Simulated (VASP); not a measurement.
# Mo (P6/mmm) in VASP: notebook

Mo is run at these levels: PBEsol; tasks: single point.

Program: VASP 6.6.1. These are calculated values, not measurements. Logs are shortened: lines on timing, memory, paths and dates and some standing lists are left out, and cuts for length are marked.

## Step 1: The cell of the first run

The structure is hexagonal, space group P6/mmm (No. 191). The conventional cell has a = 2.736 Å, b = 2.736 Å, c = 2.555 Å, α = 90.00°, β = 90.00°, γ = 120.00°. Within 3.4 Å of Mo (site symmetry 6/mmm) lie 8 Mo at 2.56 to 2.74 Å.

## Step 2: Single point, PBEsol

INCAR reads:

```
SYSTEM = Mo
ALGO     = Normal         ! electronic algorithm
EDIFF    = 1E-6           ! SCF threshold, eV
ENCUT    = 500            ! plane-wave cutoff, eV
GGA      = PS             ! functional
GGA_COMPAT= .False.      
ISIF     = 2              ! what is computed and relaxed
ISMEAR   = 0              ! smearing method
LASPH    = .True.         ! aspherical terms in the spheres
LCHARG   = .False.        ! write CHGCAR
LREAL    = .False.        ! projectors in reciprocal space
LWAVE    = .False.        ! write WAVECAR
NBANDS   = 13             ! bands
NELM     = 120            ! most SCF steps
PREC     = Accurate       ! precision mode
SIGMA    = 0.1            ! smearing width, eV
```

KPOINTS reads:

```
k-points
0
Gamma
  9 9 8
  0 0 0
```

POSCAR reads:

```
Mo
1.0
    2.7355103972      0.0000000000      0.0000000000
   -1.3677551986      2.3690214963      0.0000000000
    0.0000000000      0.0000000000      2.5551807000
Mo
1
Direct
    0.0000000000      0.0000000000      0.5000000000
```

Potentials or basis: VASP PAW PBE potentials, release 64 (Mo_sv).

The run is started by

```bash
$ cat potpaw_PBE.64/Mo_sv/POTCAR > POTCAR
$ mpirun -np 1 vasp_std > vasp.out
```

OUTCAR:

```text
SYSTEM = Mo
   EDIFF = 1E-6
   ENCUT = 500
   GGA = PS
   ISIF = 2
   ISMEAR = 0
   LASPH = .True.
   LREAL = .False.
   NELM = 120
   PREC = Accurate

 ion  position               nearest neighbor table
   1  0.000  0.000  0.500-

  LATTYP: Found a hexagonal cell.
 ALAT       =     2.7355103972
 C/A-ratio  =     0.9340782264

  Lattice vectors:

 A1 = (   2.7355103972,   0.0000000000,   0.0000000000)
 A2 = (  -1.3677551986,   2.3690214963,   0.0000000000)
 A3 = (   0.0000000000,   0.0000000000,   2.5551807000)

Analysis of symmetry for initial positions (statically):
=====================================================================
 Subroutine PRICEL returns:
 Original cell was already a primitive cell.

 Routine SETGRP: Setting up the symmetry group for a
 hexagonal supercell.

 Subroutine GETGRP returns: Found 24 space group operations
 (whereof 24 operations were pure point group operations)
 out of a pool of 24 trial point group operations.

The static configuration has the point symmetry D_6h.

Analysis of symmetry for dynamics (positions and initial velocities):
=====================================================================
 Subroutine PRICEL returns:
 Original cell was already a primitive cell.

 Routine SETGRP: Setting up the symmetry group for a
 hexagonal supercell.

 Subroutine GETGRP returns: Found 24 space group operations
 (whereof 24 operations were pure point group operations)
 out of a pool of 24 trial point group operations.

The dynamic configuration has the point symmetry D_6h.

 Subroutine INISYM returns: Found 24 space group operations
 (whereof 24 operations are pure point group operations),
 and found     1 'primitive' translations

----------------------------------------------------------------------------------------

                                     Primitive cell

  volume of cell :      16.5588

  direct lattice vectors                    reciprocal lattice vectors
     2.735510397  0.000000000  0.000000000     0.365562493  0.211057604  0.000000000
    -1.367755199  2.369021496  0.000000000     0.000000000  0.422115207  0.000000000
     0.000000000  0.000000000  2.555180700     0.000000000  0.000000000  0.391361754

  length of vectors
     2.735510397  2.735510397  2.555180700     0.422115207  0.422115207  0.391361754

  position of ions in fractional coordinates (direct lattice)
     0.000000000  0.000000000  0.500000000

  ion indices of the primitive-cell ions
   primitive index   ion index
                 1           1

----------------------------------------------------------------------------------------

 KPOINTS: k-points

Automatic generation of k-mesh.
 Grid dimensions read from file:
 generate k-points for:    9    9    8

 Generating k-lattice:

  Cartesian coordinates                     Fractional coordinates (reciprocal lattice)
     0.040618055  0.023450845  0.000000000     0.111111111  0.000000000  0.000000000
     0.000000000  0.046901690  0.000000000     0.000000000  0.111111111  0.000000000
     0.000000000  0.000000000  0.048920219     0.000000000  0.000000000  0.125000000

  Length of vectors
     0.046901690  0.046901690  0.048920219

  Shift w.r.t. Gamma in fractional coordinates (k-lattice)
     0.000000000  0.000000000  0.000000000

 Subroutine IBZKPT returns following result:
 ===========================================

 Found     60 irreducible k-points:

 Following reciprocal coordinates:
            Coordinates               Weight
  0.000000  0.000000  0.000000      1.000000
  0.111111  0.000000  0.000000      6.000000
  0.222222 -0.000000  0.000000      6.000000
  0.333333 -0.000000  0.000000      6.000000
  0.444444 -0.000000  0.000000      6.000000
  0.111111  0.111111  0.000000      6.000000
[... 16 lines left out ...]
  0.333333  0.222222  0.125000     24.000000
  0.333333  0.333333  0.125000      4.000000
 [... further k-points ...]
   k-points           NKPTS =     60   k-points in BZ     NKDIM =     60   number of bands    NBANDS=     13
   number of dos      NEDOS =    301   number of ions     NIONS =      1
   total plane-waves  NPLWV =   8000
   dimension x,y,z NGX =    20 NGY =   20 NGZ =   20
   dimension x,y,z NGXF=    40 NGYF=   40 NGZF=   40
   ions per type =               1
   NGX,Y,Z   is equivalent  to a cutoff of  12.15, 12.15, 13.01 a.u.
   NGXF,Y,Z  is equivalent  to a cutoff of  24.31, 24.31, 26.02 a.u.
 SYSTEM =  Mo
   PREC   = accura    normal or accurate (medium, high low for compatibility)
   ISTART =      0    job   : 0-new  1-cont  2-samecut
   ICHARG =      2    charge: 1-file 2-atom 10-const
   ISPIN  =      1    spin polarized calculation?
   LNONCOLLINEAR =      F non collinear calculations
   LSORBIT =      F    spin-orbit coupling
   LASPH  =      T    aspherical Exc in radial PAW
   ENCUT  =  500.0 eV  36.75 Ry    6.06 a.u.   4.99  4.99  4.66*2*pi/ulx,y,z
   NELM   =    120;   NELMIN=  2; NELMDL= -5     # of ELM steps
   EDIFF  = 0.1E-05   stopping-criterion for ELM
   LREAL  =      F    real-space projection
   EDIFFG = 0.1E-04   stopping-criterion for IOM
   NSW    =      0    number of steps for IOM
   IBRION =     -1    ionic relax: 0-MD 1-quasi-New 2-CG
   NFREE  =      0    steps in history (QN), initial steepest desc. (CG)
   ISIF   =      2    stress and relaxation
   ISYM   =      2    0-nonsym 1-usesym 2-fastsym
   POTIM  = 0.5000    time-step for ionic-motion
   TEBEG  =    0.0;   TEEND  =   0.0 temperature during run
   PSTRESS=    0.0 pullay stress
   NELECT =      14.0000    total number of electrons
   NUPDOWN=      -1.0000    fix difference up-down
   EMIN   =  10.00;   EMAX   =-10.00  energy-range for DOS
   EFERMI =   0.00;   METHOD = LEGACY
   ISMEAR =     0;   SIGMA  =   0.10  broadening in eV -4-tet -1-fermi 0-gaus
   EFERMI_NEDOS =   21; number of points for ismear=-14 and -15
   IALGO  =     38    algorithm
   IMIX   =      4    mixing-type and parameters
     AMIX     =   0.40;   BMIX     =  1.00
     AMIX_MAG =   1.60;   BMIX_MAG =  1.00
  volume/ion in A,a.u.               =      16.56       111.74
  Fermi-wavevector in a.u.,A,eV,Ry     =   1.548013  2.925320 32.604229  2.396343
  Thomas-Fermi vector in A             =   2.653024
   LORBIT       =      0    0 simple, 1 ext, 2 COOP (PROOUT), +10 PAW based schemes
   GGA     = PS    functional components
   LHFCALC =     F    Hartree Fock is set to
   AEXX    =    0.0000 exact exchange contribution
   IVDW    =     0    specifies the selected vdW correction
   LEPSILON=     F    determine dielectric tensor
   LRPA    =     F    only Hartree local field effects (RPA)
 non-spin polarized calculation
 Gauss-broadening in eV      SIGMA  =   0.10
  energy-cutoff  :      500.00
  volume of cell :       16.56
 maximum number of plane-waves:       435
 NGX is ok and might be reduce to    20

 number of electron      14.0000002 magnetization

 Free energy of the ion-electron system (eV)
  ---------------------------------------------------
  ext. energy  EPLUGINS =         0.00000000
  ---------------------------------------------------
  free energy    TOTEN  =       -10.82827462 eV

  energy without entropy =      -10.82079209  energy(sigma->0) =      -10.82453335

 E-fermi :  11.4117     XC(G=0): -13.1166

 val. band max:       11.4044126865   @ k =   0.4444  -0.0000   0.3750
 cond. band min:      11.4178462841   @ k =   0.0000   0.0000   0.5000
 fundamental gap:      0.0134335975
 Fermi energy:        11.4117178721

 k-point     1 :       0.0000    0.0000    0.0000
  band No.  band energies     occupation
      1     -49.5114      2.00000
      2     -22.7937      2.00000
      3     -22.7927      2.00000
      4     -22.7927      2.00000
      5       4.6105      2.00000
      6       7.0817      2.00000
      7      10.5661      2.00000
      8      10.5661      2.00000
      9      15.5395      0.00000
     10      15.5395      0.00000
     11      24.4686      0.00000
     12      27.1781      0.00000
     13      31.9014      0.00000

 k-point     2 :       0.1111    0.0000    0.0000
  band No.  band energies     occupation
      1     -49.4855      2.00000
      2     -22.9645      2.00000
      3     -22.8312      2.00000
      4     -22.7757      2.00000
      5       5.0736      2.00000
      6       7.2913      2.00000
      7      10.1288      2.00000
      8      11.0088      2.00000
      9      15.0426      0.00000
     10      15.4559      0.00000
     11      25.5071      0.00000
     12      28.1172      0.00000
     13      29.8103      0.00000

 k-point     3 :       0.2222   -0.0000    0.0000
  band No.  band energies     occupation
      1     -49.4193      2.00000
      2     -23.3866      2.00000
      3     -22.9275      2.00000
      4     -22.7297      2.00000
      5       6.1322      2.00000
      6       7.7269      2.00000
      7       9.6153      2.00000
      8      12.2611      0.00000
      9      13.9932      0.00000
     10      15.2502      0.00000
     11      25.9751      0.00000
     12      28.7102      0.00000
     13      29.0440      0.00000
[... 305 lines left out ...]
 k-point    23 :       0.3333    0.2222    0.1250
  band No.  band energies     occupation
      1     -49.2373      2.00000
      2     -23.9350      2.00000
      3     -23.4304      2.00000
      4     -22.8780      2.00000
      5       8.3517      2.00000
      6       9.1958      2.00000
      7       9.8216      2.00000
      8      12.4740      0.00000
      9      13.0623      0.00000
     10      18.6589      0.00000
     11      21.0442      0.00000
     12      23.0819      0.00000
     13      30.0011      0.00000

 k-point    24 :       0.3333    0.3333    0.1250
  band No.  band energies     occupation
      1     -49.2239      2.00000
      2     -23.7351      2.00000
      3     -23.7351      2.00000
      4     -22.8678      2.00000
      5       9.3428      2.00000
      6       9.3428      2.00000
      7       9.3852      2.00000
      8      12.4621      0.00000
      9      12.4621      0.00000
     10      20.0699      0.00000
     11      20.9500      0.00000
     12      20.9500      0.00000
     13      32.0213      0.00000

 [... further k-points ...]
[... 5 lines left out ...]
  --------------------------------------------------------------------------------------
  -------------------------------------------------------------------------------------
  Total       -0.2701017     -0.2701017     -0.3653844      0.0000000     -0.0000000      0.0000000
  in kB      -26.1341785    -26.1341785    -35.3534307      0.0000000     -0.0000000      0.0000000
  external PRESSURE =     -29.2072626 kB  Pullay stress =       0.0000000 kB

 VOLUME and BASIS-vectors are now :
 -----------------------------------------------------------------------------
  energy-cutoff  :      500.00
  volume of cell :       16.56
      direct lattice vectors                 reciprocal lattice vectors
     2.735510397  0.000000000  0.000000000     0.365562493  0.211057604  0.000000000
    -1.367755199  2.369021496  0.000000000     0.000000000  0.422115207  0.000000000
     0.000000000  0.000000000  2.555180700     0.000000000  0.000000000  0.391361754

 POSITION                                       TOTAL-FORCE (eV/Angst)
 -----------------------------------------------------------------------------------
      0.00000      0.00000      1.27759        -0.000000      0.000000      0.000000
 -----------------------------------------------------------------------------------
    total drift:                               -0.000000      0.000000     -0.000000

  FREE ENERGIE OF THE ION-ELECTRON SYSTEM (eV)
  ---------------------------------------------------
  free  energy   TOTEN  =       -10.8282746184 eV

  energy  without entropy=      -10.8207920876  energy(sigma->0) =      -10.82453335
```

Wall time 4.3 s (1 thread of Intel Xeon Platinum 8481C at 2.70GHz (Sapphire Rapids), shared host); peak memory 0.13 GiB.

What came out:

| Property | Result |
| --- | --- |
| Free energy | -10.8283 eV |
| Pressure | -2.9 GPa |
| Band gap on the k mesh | zero (band 7 reaches 12.21 eV, above the bottom of band 8 at 10.57 eV) |

Caveat: the PAW data sets were made with another functional, which shifts forces and pressure a little.

## Step 3: Single point, PBEsol

This run uses another cell than the first one: it holds 2 atoms, not 1.

INCAR reads:

```
SYSTEM = Mo
ALGO = Fast
EDIFF = 1E-7
ENCUT = 520
GGA = PS
ISIF = 2
ISMEAR = 0
LASPH = .TRUE.
LCHARG = .FALSE.
LREAL = .FALSE.
LWAVE = .FALSE.
NBANDS = 21
NELM = 80
PREC = Accurate
SIGMA = 0.15
```

KPOINTS reads:

```
k-points
0
G
  12 12 8
  0 0 0
```

POSCAR reads:

```
Mo
1.0
    2.7423354246      0.0000000000      0.0000000000
   -1.3711677123      2.3749321434      0.0000000000
    0.0000000000      0.0000000000      4.9841421507
Mo
2
Direct
    0.0000000000      0.0000000000      0.2500000000
    0.0000000000      0.0000000000      0.7500000000
```

Potentials or basis: VASP PAW PBE potentials, release 64 (Mo_sv).

The run is started by

```bash
$ cat potpaw_PBE.64/Mo_sv/POTCAR > POTCAR
$ mpirun -np 1 vasp_std > vasp.out
```

Wall time 54 s (1 thread of AMD EPYC 7R43 (Zen 3), shared host); peak memory 0.14 GiB.

Results (log left out):

```
Free energy            : -21.7390 eV
Pressure               : 0.4 GPa
Band gap on the k mesh : zero (band 14 reaches 12.69 eV, above the bottom of band 15 at 10.89 eV)
```

Stress tensor (GPa, compression positive):
```
 1.51  0.00  0.00
 0.00  1.51  0.00
 0.00  0.00 -1.92
```

Levels at points of the mesh, in eV from the Fermi level:
```tsv
k point	band 10	band 11	band 12	band 13	band 14	band 15	band 16	band 17	band 18	band 19
(0.00, 0.00, 0.00)	-4.48	-3.59	-0.97	-0.97	-0.01	-0.01	0.26	0.52	0.52	4.36
(0.50, 0.00, 0.00)	-5.01	-3.36	-3.28	-0.74	0.97	1.38	3.72	4.36	4.79	6.40
(0.00, 0.00, 0.50)	-5.38	-1.84	-1.84	-0.52	-0.52	-0.52	-0.52	2.16	2.16	2.16
(0.50, 0.00, 0.50)	-4.23	-3.53	-3.53	0.32	0.32	1.06	1.06	4.57	4.57	5.46
```

Caveat: the PAW data sets were made with another functional, which shifts forces and pressure a little.

## Step 4: Single point, PBEsol

This run uses another cell than the first one: it holds 8 atoms, not 1.

INCAR reads:

```
SYSTEM = Mo
ALGO = Fast ; EDIFF = 1E-6
ENCUT = 520 ; GGA = PS
ISIF = 2 ; ISMEAR = 0
LASPH = .True. ; LCHARG = .False.
LREAL = .False. ; LWAVE = .False.
NBANDS = 66 ; NELM = 80
PREC = Accurate ; SIGMA = 0.15
```

KPOINTS reads:

```
k-points
0
Gamma
  8 6 6
  0 0 0
```

POSCAR reads:

```
Mo
1.0
    0.0000000000      0.0000000000     -4.9841421507
    5.4846708493      0.0000000000      0.0000000000
   -2.7423354246     -4.7498642869      0.0000000000
Mo
8
Direct
    0.2500000000      0.0000000000      0.0000000000
    0.7500000000      0.0000000000      0.0000000000
    0.2500000000      0.5000000000      0.0000000000
    0.7500000000      0.5000000000      0.0000000000
    0.2500000000      0.0000000000      0.5000000000
    0.7500000000      0.0000000000      0.5000000000
    0.2500000000      0.5000000000      0.5000000000
    0.7500000000      0.5000000000      0.5000000000
```

The run is started by

```bash
$ cat potpaw_PBE.64/Mo_sv/POTCAR > POTCAR
$ mpirun -np 1 vasp_std > vasp.out
```

Run time: 7.8 min. Hardware: 1 thread of AMD EPYC 7R43 (Zen 3), shared host; peak memory 0.34 GiB.

Results (log left out):

```yaml
Free_energy: -86.9556 eV
Pressure: 0.4 GPa
Band_gap_on_the_k_mesh: zero (band 56 reaches 12.24 eV, above the bottom of band 57 at 10.89 eV)
```

Stress tensor (GPa, compression positive):
```
 1.53  0.00  0.00
 0.00  1.53  0.00
 0.00  0.00 -1.93
```

Levels at points of the mesh, in eV from the Fermi level:
```tsv
k point	band 52	band 53	band 54	band 55	band 56	band 57	band 58	band 59	band 60	band 61
(0.00, 0.00, 0.00)	-0.74	-0.01	-0.01	0.26	0.52	0.52	0.97	0.97	0.97	1.38
(0.50, 0.00, 0.00)	-0.52	0.32	0.32	0.32	0.32	0.32	0.32	1.06	1.06	1.06
(0.00, 0.50, 0.00)	-1.86	-1.23	-1.23	-0.16	-0.16	0.28	0.28	0.42	0.42	1.13
(0.50, 0.50, 0.00)	-0.75	-0.24	-0.24	-0.24	-0.24	0.21	0.21	0.21	0.21	1.07
```

Caveat: the PAW data sets were made with another functional, which shifts forces and pressure a little.

## Step 5: Overview

```tsv
cell	k mesh	cutoff (eV)	smearing	gap on the mesh (eV)	pressure (GPa)
a = 2.736, b = 2.736, c = 2.555 Å, angles 90.0, 90.0, 120.0°, 1 atom	9 × 9 × 8	500	gaussian 0.1 eV	none	-2.9
a = 2.742, b = 2.742, c = 4.984 Å, angles 90.0, 90.0, 120.0°, 2 atoms	12 × 12 × 8	520	gaussian 0.15 eV	none	0.4
a = 4.984, b = 5.485, c = 5.485 Å, angles 120.0, 90.0, 90.0°, 8 atoms	8 × 6 × 6	520	gaussian 0.15 eV	none	0.4
```

Alike in all rows: task single point; level PBEsol; potentials or basis VASP PAW PBE potentials, release 64 (Mo_sv); no spin polarisation.

Caveats: the PAW data sets were made with another functional, which shifts forces and pressure a little.

Total energies depend on the potentials used, so only differences within one code and one set of settings carry meaning.
